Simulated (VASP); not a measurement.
# BaNb in VASP: further runs

BaNb is run at these levels: PBE; tasks: single point.

All numbers are computed with VASP 6.6.1; they aren't measurements. Logs are shortened: lines on timing, memory, paths and dates and some standing lists are left out, and cuts for length are marked.

## 1. The cell of the first run

The cell holds a sheet with vacuum, 2 atoms: a = 4.486 Å, b = 4.486 Å, c = 23.800 Å, α = 90.00°, β = 90.00°, γ = 90.00°.

The cell was built from a structure type or drawn by symmetry, and may not be a known phase.

## 2. Single point, PBE

Input file INCAR:

```
  ALGO = Normal
  DIPOL = 0.5 0.5 0.294
  EDIFF = 1E-7
  ENCUT = 520
  GGA = PE
  IDIPOL = 3
  ISIF = 2
  ISMEAR = 0
  LASPH = True
  LCHARG = True
  LDIPOL = True
  LELF = True
  LREAL = False
  LVACPOTAV = True
  LVHAR = True
  LWAVE = False
  NBANDS = 18
  NELM = 60
  PREC = Accurate
  SIGMA = 0.1
```

Input file KPOINTS:

```
k-points
0
Gamma
  4 4 1
```

Input file POSCAR:

```
BaNb
1.0
    4.4860687456      0.0000000000      0.0000000000
    0.0000000000      4.4860687456      0.0000000000
    0.0000000000      0.0000000000     23.8000000000
Ba Nb
1 1
Direct
    0.0000000000      0.0000000000      0.2941176471
    0.5000000000      0.5000000000      0.2941176471
```

Potentials or basis: VASP PAW PBE potentials, release 64 (Ba_sv, Nb_sv).

The run is started by

```console
> cat potpaw_PBE.64/Ba_sv/POTCAR potpaw_PBE.64/Nb_sv/POTCAR > POTCAR
> mpirun -np 1 vasp_std > vasp.out
```

OUTCAR:

```text
EDIFF = 1E-7
   ENCUT = 520
   GGA = PE
   ISIF = 2
   ISMEAR = 0
   LASPH = True
   LREAL = False
   NELM = 60
   PREC = Accurate

 ion  position               nearest neighbor table
   1  0.000  0.000  0.294-   2 3.17   2 3.17   2 3.17   2 3.17
   2  0.500  0.500  0.294-   1 3.17   1 3.17   1 3.17   1 3.17

  LATTYP: Found a simple tetragonal cell.
 ALAT       =     4.4860687456
 C/A-ratio  =     5.3053132597

  Lattice vectors:

 A1 = (   4.4860687456,   0.0000000000,   0.0000000000)
 A2 = (   0.0000000000,   4.4860687456,   0.0000000000)
 A3 = (   0.0000000000,   0.0000000000,  23.8000000000)

Analysis of symmetry for initial positions (statically):
=====================================================================
 Subroutine PRICEL returns:
 Original cell was already a primitive cell.

 Routine SETGRP: Setting up the symmetry group for a
 simple tetragonal supercell.

 Subroutine GETGRP returns: Found 16 space group operations
 (whereof  8 operations were pure point group operations)
 out of a pool of 16 trial point group operations.

The static configuration has the point symmetry C_4v.
 The point group associated with its full space group is D_4h.

Analysis of symmetry for dynamics (positions and initial velocities):
=====================================================================
 Subroutine PRICEL returns:
 Original cell was already a primitive cell.

 Routine SETGRP: Setting up the symmetry group for a
 simple tetragonal supercell.

 Subroutine GETGRP returns: Found 16 space group operations
 (whereof  8 operations were pure point group operations)
 out of a pool of 16 trial point group operations.

The dynamic configuration has the point symmetry C_4v.
 The point group associated with its full space group is D_4h.

 Subroutine INISYM returns: Found 16 space group operations
 (whereof  8 operations are pure point group operations),
 and found     1 'primitive' translations

----------------------------------------------------------------------------------------

                                     Primitive cell

  volume of cell :     478.9705

  direct lattice vectors                    reciprocal lattice vectors
     4.486068746  0.000000000  0.000000000     0.222912322  0.000000000  0.000000000
     0.000000000  4.486068746  0.000000000     0.000000000  0.222912322  0.000000000
     0.000000000  0.000000000 23.800000000     0.000000000  0.000000000  0.042016807

  length of vectors
     4.486068746  4.486068746 23.800000000     0.222912322  0.222912322  0.042016807

  position of ions in fractional coordinates (direct lattice)
     0.000000000  0.000000000  0.294117647
     0.500000000  0.500000000  0.294117647

  ion indices of the primitive-cell ions
   primitive index   ion index
                 1           1
                 2           2

----------------------------------------------------------------------------------------

 KPOINTS: k-points

Automatic generation of k-mesh.
 Grid dimensions read from file:
 generate k-points for:    4    4    1

 Generating k-lattice:

  Cartesian coordinates                     Fractional coordinates (reciprocal lattice)
     0.055728080  0.000000000  0.000000000     0.250000000  0.000000000  0.000000000
     0.000000000  0.055728080  0.000000000     0.000000000  0.250000000  0.000000000
     0.000000000  0.000000000  0.042016807     0.000000000  0.000000000  1.000000000

  Length of vectors
     0.055728080  0.055728080  0.042016807

  Shift w.r.t. Gamma in fractional coordinates (k-lattice)
     0.000000000  0.000000000  0.000000000

 Subroutine IBZKPT returns following result:
 ===========================================

 Found      6 irreducible k-points:

 Following reciprocal coordinates:
            Coordinates               Weight
  0.000000  0.000000  0.000000      1.000000
  0.250000  0.000000  0.000000      4.000000
  0.500000  0.000000  0.000000      2.000000
  0.250000  0.250000  0.000000      4.000000
  0.500000  0.250000  0.000000      4.000000
  0.500000  0.500000  0.000000      1.000000
   k-points           NKPTS =      6   k-points in BZ     NKDIM =      6   number of bands    NBANDS=     18
   number of dos      NEDOS =    301   number of ions     NIONS =      2
   total plane-waves  NPLWV = 233280
   dimension x,y,z NGX =    36 NGY =   36 NGZ =  180
   dimension x,y,z NGXF=    72 NGYF=   72 NGZF=  360
   ions per type =               1   1
   NGX,Y,Z   is equivalent  to a cutoff of  13.34, 13.34, 12.57 a.u.
   NGXF,Y,Z  is equivalent  to a cutoff of  26.68, 26.68, 25.15 a.u.
 SYSTEM =  unknown system
   PREC   = accura    normal or accurate (medium, high low for compatibility)
   ISTART =      0    job   : 0-new  1-cont  2-samecut
   ICHARG =      2    charge: 1-file 2-atom 10-const
   ISPIN  =      1    spin polarized calculation?
   LNONCOLLINEAR =      F non collinear calculations
   LSORBIT =      F    spin-orbit coupling
   LASPH  =      T    aspherical Exc in radial PAW
   ENCUT  =  520.0 eV  38.22 Ry    6.18 a.u.   8.34  8.34 44.25*2*pi/ulx,y,z
   NELM   =     60;   NELMIN=  2; NELMDL= -5     # of ELM steps
   EDIFF  = 0.1E-06   stopping-criterion for ELM
   LREAL  =      F    real-space projection
   EDIFFG = 0.1E-05   stopping-criterion for IOM
   NSW    =      0    number of steps for IOM
   IBRION =     -1    ionic relax: 0-MD 1-quasi-New 2-CG
   NFREE  =      0    steps in history (QN), initial steepest desc. (CG)
   ISIF   =      2    stress and relaxation
   ISYM   =      2    0-nonsym 1-usesym 2-fastsym
   POTIM  = 0.5000    time-step for ionic-motion
   TEBEG  =    0.0;   TEEND  =   0.0 temperature during run
   PSTRESS=    0.0 pullay stress
   NELECT =      23.0000    total number of electrons
   NUPDOWN=      -1.0000    fix difference up-down
   EMIN   =  10.00;   EMAX   =-10.00  energy-range for DOS
   EFERMI =   0.00;   METHOD = LEGACY
   ISMEAR =     0;   SIGMA  =   0.10  broadening in eV -4-tet -1-fermi 0-gaus
   EFERMI_NEDOS =   21; number of points for ismear=-14 and -15
   IALGO  =     38    algorithm
   IMIX   =      4    mixing-type and parameters
     AMIX     =   0.40;   BMIX     =  1.00
     AMIX_MAG =   1.60;   BMIX_MAG =  1.00
  volume/ion in A,a.u.               =     239.49      1616.13
  Fermi-wavevector in a.u.,A,eV,Ry     =   0.595042  1.124467  4.817487  0.354075
  Thomas-Fermi vector in A             =   1.644856
   LORBIT       =      0    0 simple, 1 ext, 2 COOP (PROOUT), +10 PAW based schemes
   GGA     = PE    functional components
   LHFCALC =     F    Hartree Fock is set to
   AEXX    =    0.0000 exact exchange contribution
   IVDW    =     0    specifies the selected vdW correction
   LEPSILON=     F    determine dielectric tensor
   LRPA    =     F    only Hartree local field effects (RPA)
 non-spin polarized calculation
 Gauss-broadening in eV      SIGMA  =   0.10
  energy-cutoff  :      520.00
  volume of cell :      478.97
 maximum number of plane-waves:     12949
 NGX is ok and might be reduce to    36
   NGX = 17   NGY = 17   NGZ = 89

 dipolmoment           0.000000      0.000000     -0.000001 electrons x Angstroem

 number of electron      23.0000002 magnetization

 dipolmoment           0.000000      0.000000      0.000001 electrons x Angstroem

 Free energy of the ion-electron system (eV)
  ---------------------------------------------------
  ext. energy  EPLUGINS =         0.00000000
  ---------------------------------------------------
  free energy    TOTEN  =        -6.23003061 eV

  energy without entropy =       -6.15124136  energy(sigma->0) =       -6.19063598

 E-fermi :  -2.2980     XC(G=0):  -2.0033

 val. band max:       -2.2999521365   @ k =   0.2500   0.2500   0.0000
 cond. band min:      -2.2713745643   @ k =   0.2500   0.2500   0.0000
 fundamental gap:      0.0285775722
 Fermi energy:        -2.2979520256

 k-point     1 :       0.0000    0.0000    0.0000
  band No.  band energies     occupation
      1     -57.2901      2.00000
      2     -33.5359      2.00000
      3     -33.2930      2.00000
      4     -33.2930      2.00000
      5     -29.8954      2.00000
      6     -15.2665      2.00000
[... 10 lines left out ...]
     17       1.1939      0.00000
     18       1.2156      0.00000

 k-point     2 :       0.2500    0.0000    0.0000
  band No.  band energies     occupation
      1     -57.2900      2.00000
      2     -33.5355      2.00000
      3     -33.3062      2.00000
      4     -33.2919      2.00000
      5     -29.8710      2.00000
      6     -15.2705      2.00000
[... 10 lines left out ...]
     17       1.1469      0.00000
     18       1.2966      0.00000

 k-point     3 :       0.5000    0.0000    0.0000
  band No.  band energies     occupation
      1     -57.2899      2.00000
      2     -33.5352      2.00000
      3     -33.3192      2.00000
      4     -33.2907      2.00000
      5     -29.8467      2.00000
      6     -15.4575      2.00000
[... 10 lines left out ...]
     17       0.1721      0.00000
     18       0.3325      0.00000

 k-point     4 :       0.2500    0.2500    0.0000
  band No.  band energies     occupation
      1     -57.2899      2.00000
      2     -33.5352      2.00000
      3     -33.3050      2.00000
      4     -33.2974      2.00000
      5     -29.8643      2.00000
      6     -15.3077      2.00000
[... 10 lines left out ...]
     17       0.5993      0.00000
     18       1.1755      0.00000

 k-point     5 :       0.5000    0.2500    0.0000
  band No.  band energies     occupation
      1     -57.2898      2.00000
      2     -33.5349      2.00000
      3     -33.3105      2.00000
      4     -33.2963      2.00000
      5     -29.8576      2.00000
      6     -15.3792      2.00000
[... 10 lines left out ...]
     17       0.7720      0.00000
     18       0.9131      0.00000

 k-point     6 :       0.5000    0.5000    0.0000
  band No.  band energies     occupation
      1     -57.2897      2.00000
      2     -33.5346      2.00000
      3     -33.3018      2.00000
      4     -33.3018      2.00000
      5     -29.8685      2.00000
      6     -15.2987      2.00000
[... 10 lines left out ...]
     17       0.9744      0.00000
     18       1.2690      0.00000

------------------------ aborting loop because EDIFF is reached ----------------------------------------

 vacuum level on the upper side and lower side of the slab       (xc-potential included)        -0.141        -0.139

  FORCE on cell =-STRESS in cart. coord.  units (eV):
  Direction    XX          YY          ZZ          XY          YZ          ZX
  --------------------------------------------------------------------------------------
  -------------------------------------------------------------------------------------
  Total        0.2405102      0.2405102     -0.0163199      0.0000000      0.0000000      0.0000000
  in kB        0.8045171      0.8045171     -0.0545909      0.0000000      0.0000000      0.0000000
  external PRESSURE =       0.5181478 kB  Pullay stress =       0.0000000 kB

 VOLUME and BASIS-vectors are now :
 -----------------------------------------------------------------------------
  energy-cutoff  :      520.00
  volume of cell :      478.97
      direct lattice vectors                 reciprocal lattice vectors
     4.486068746  0.000000000  0.000000000     0.222912322  0.000000000  0.000000000
     0.000000000  4.486068746  0.000000000     0.000000000  0.222912322  0.000000000
     0.000000000  0.000000000 23.800000000     0.000000000  0.000000000  0.042016807

 POSITION                                       TOTAL-FORCE (eV/Angst)
 -----------------------------------------------------------------------------------
      0.00000      0.00000      7.00000         0.000000      0.000000      0.000000
      2.24303      2.24303      7.00000         0.000000     -0.000000      0.000000
 -----------------------------------------------------------------------------------
    total drift:                                0.000000      0.000000      0.000002

  FREE ENERGIE OF THE ION-ELECTRON SYSTEM (eV)
  ---------------------------------------------------
  free  energy   TOTEN  =        -6.2300306082 eV

  energy  without entropy=       -6.1512413585  energy(sigma->0) =       -6.19063598

 vacuum level on the upper side and lower side of the slab         1.177         1.177
```

Run time: 92 s. Hardware: 1 thread of AMD EPYC 7R43 (Zen 3), shared host; peak memory 0.48 GiB.

What came out:

| Property | Result |
| --- | --- |
| Free energy | -6.2300 eV |
| Band gap on the k mesh | zero (an odd number of electrons rules out a gap without spin polarisation) |
| Work function of the upper face | 3.48 eV |
| Work function of the lower face | 3.48 eV |

Caveat: spin-orbit coupling is left out, which moves the levels of the heavy elements.

## 3. Single point, PBE

This run uses another cell than the first one.

Input file INCAR:

```
SYSTEM = BaNb
ALGO = Normal
DIPOL = 0.5 0.5 0.500
EDIFF = 1E-7
ENCUT = 520
GGA = PE
IDIPOL = 3
ISIF = 2
ISMEAR = 0
LASPH = .TRUE.
LCHARG = .FALSE.
LDIPOL = .TRUE.
LREAL = .FALSE.
LWAVE = .FALSE.
NBANDS = 18
NELM = 60
PREC = Accurate
SIGMA = 0.1
```

Input file KPOINTS:

```
k-points
0
G
  4 4 1
  0 0 0
```

Input file POSCAR:

```
BaNb
1.0
    6.0047559800      0.0000000000      0.0000000000
    0.0000000000      6.0047559800      0.0000000000
    0.0000000000      0.0000000000     14.0000000000
Ba Nb
1 1
Direct
    0.0000000000      0.0000000000      0.5000000000
    0.5000000000      0.5000000000      0.5000000000
```

Potentials or basis: VASP PAW PBE potentials, release 64 (Ba_sv, Nb_sv).

The run is started by

```console
> cat potpaw_PBE.64/Ba_sv/POTCAR potpaw_PBE.64/Nb_sv/POTCAR > POTCAR
> mpirun -np 1 vasp_std > vasp.out
```

Run time: 1.9 min. Hardware: 1 thread of AMD EPYC 7R43 (Zen 3), shared host; peak memory 0.52 GiB.

The run converged. Its results:

| Quantity | Value |
| --- | --- |
| Free energy | -4.4771 eV |
| Band gap on the k mesh | zero (an odd number of electrons rules out a gap without spin polarisation) |

Levels at points of the mesh, in eV from the Fermi level:
```csv
k point,band 8,band 9,band 10,band 11,band 12,band 13,band 14,band 15
"(0.00, 0.00, 0.00)",-14.66,-2.04,-0.33,-0.21,0.02,0.05,0.05,0.92
"(0.50, 0.00, 0.00)",-14.66,-1.10,-0.36,-0.03,0.10,0.13,0.15,0.34
"(0.50, 0.50, 0.00)",-14.67,-1.06,-0.34,-0.14,-0.14,0.11,0.46,0.93
```

Caveat: spin-orbit coupling is left out, which moves the levels of the heavy elements.

## 4. Single point, PBE, collinear spin

Input file INCAR:

```
SYSTEM = BaNb
PREC = Accurate
ENCUT = 520
EDIFF = 1E-6
ISMEAR = 0
SIGMA = 0.1
LREAL = .FALSE.
LASPH = .TRUE.
NELM = 150
ALGO = Normal
ISIF = 2
LWAVE = .FALSE.
LCHARG = .FALSE.
ISPIN = 2
MAGMOM = 0 1
LORBIT = 11
LMAXMIX = 4
LDIPOL = .TRUE.
IDIPOL = 3
DIPOL = 0.5 0.5 0.294
GGA = PE
NBANDS = 22
```

Input file KPOINTS:

```
Automatic mesh
0
G
  4 4 1
  0 0 0
```

Input file POSCAR:

```
BaNb
1.0
    4.4860687456      0.0000000000      0.0000000000
    0.0000000000      4.4860687456      0.0000000000
    0.0000000000      0.0000000000     23.8000000000
Ba Nb
1 1
Direct
    0.0000000000      0.0000000000      0.2941176471
    0.5000000000      0.5000000000      0.2941176471
```

Potentials or basis: VASP PAW PBE potentials, release 64 (Ba_sv, Nb_sv).

The run is started by

```console
> cat potpaw_PBE.64/Ba_sv/POTCAR potpaw_PBE.64/Nb_sv/POTCAR > POTCAR
> mpirun -np 1 vasp_std > vasp.out
```

OUTCAR:

```text
SYSTEM = BaNb
   PREC = Accurate
   ENCUT = 520
   EDIFF = 1E-6
   ISMEAR = 0
   LREAL = .FALSE.
   LASPH = .TRUE.
   NELM = 150
   ISIF = 2
   ISPIN = 2
   LORBIT = 11
   GGA = PE

 ion  position               nearest neighbor table
   1  0.000  0.000  0.294-   2 3.17   2 3.17   2 3.17   2 3.17
   2  0.500  0.500  0.294-   1 3.17   1 3.17   1 3.17   1 3.17

  LATTYP: Found a simple tetragonal cell.
 ALAT       =     4.4860687456
 C/A-ratio  =     5.3053132597

  Lattice vectors:

 A1 = (   4.4860687456,   0.0000000000,   0.0000000000)
 A2 = (   0.0000000000,   4.4860687456,   0.0000000000)
 A3 = (   0.0000000000,   0.0000000000,  23.8000000000)

Analysis of symmetry for initial positions (statically):
[... 504 lines left out ...]
      direct lattice vectors                 reciprocal lattice vectors
     4.486068746  0.000000000  0.000000000     0.222912322  0.000000000  0.000000000
     0.000000000  4.486068746  0.000000000     0.000000000  0.222912322  0.000000000
     0.000000000  0.000000000 23.800000000     0.000000000  0.000000000  0.042016807

 POSITION                                       TOTAL-FORCE (eV/Angst)
 -----------------------------------------------------------------------------------
      0.00000      0.00000      7.00000        -0.000000     -0.000000      0.000000
      2.24303      2.24303      7.00000         0.000000      0.000000     -0.000000
 -----------------------------------------------------------------------------------
    total drift:                                0.000000     -0.000000     -0.000058

  FREE ENERGIE OF THE ION-ELECTRON SYSTEM (eV)
  ---------------------------------------------------
  free  energy   TOTEN  =        -6.9599835401 eV

  energy  without entropy=       -6.9426089335  energy(sigma->0) =       -6.95129624

 vacuum level on the upper side and lower side of the slab         1.025         1.023

 total charge

# of ion       s       p       d       tot
------------------------------------------
    1        2.055   5.494   0.564   8.113
    2        2.195   5.877   2.725  10.797
--------------------------------------------------
tot          4.250  11.371   3.289  18.910

 magnetization (x)

# of ion       s       p       d       tot
------------------------------------------
    1        0.019   0.023   0.249   0.292
    2        0.077   0.023   2.249   2.349
--------------------------------------------------
tot          0.096   0.047   2.498   2.640
```

stdout:

```text
POSCAR found type information on POSCAR BaNb
 POSCAR found :  2 types and       2 ions
 scaLAPACK will be used
 LDA part: xc-table for (Slater+PW92), standard interpolation
 POSCAR, INCAR and KPOINTS ok, starting setup
 FFT: planning ... GRIDC
 FFT: planning ... GRID_SOFT
 FFT: planning ... GRID
 WAVECAR not read
 entering main loop
```

It took 5.9 min on 1 thread of AMD EPYC 7R43 (Zen 3), shared host; peak memory 0.73 GiB.

Results:

```
Free energy                                           : -6.9600 eV
Net moment                                            : 4.52 μB per cell
Site moments                                          : Ba +0.29; Nb +2.35 μB
Valence electrons inside the program's atomic spheres : Ba 8.11; Nb 10.80
```

Caveat: spin-orbit coupling is left out, which moves the levels of the heavy elements.

## 5. Overview

```tsv
spin	cell	gap on the mesh (eV)
off	a = 4.486, b = 4.486, c = 23.800 Å, 2 atoms	none
off	a = 6.005, b = 6.005, c = 14.000 Å, 2 atoms	none
collinear	a = 4.486, b = 4.486, c = 23.800 Å, 2 atoms	none
```

Alike in all rows: task single point; level PBE; potentials or basis VASP PAW PBE potentials, release 64 (Ba_sv, Nb_sv); k mesh 4 × 4 × 1; cutoff (eV) 520; smearing gaussian 0.1 eV.

Caveats: spin-orbit coupling is left out, which moves the levels of the heavy elements.

Absolute energies hang on the potentials; compare differences alone.
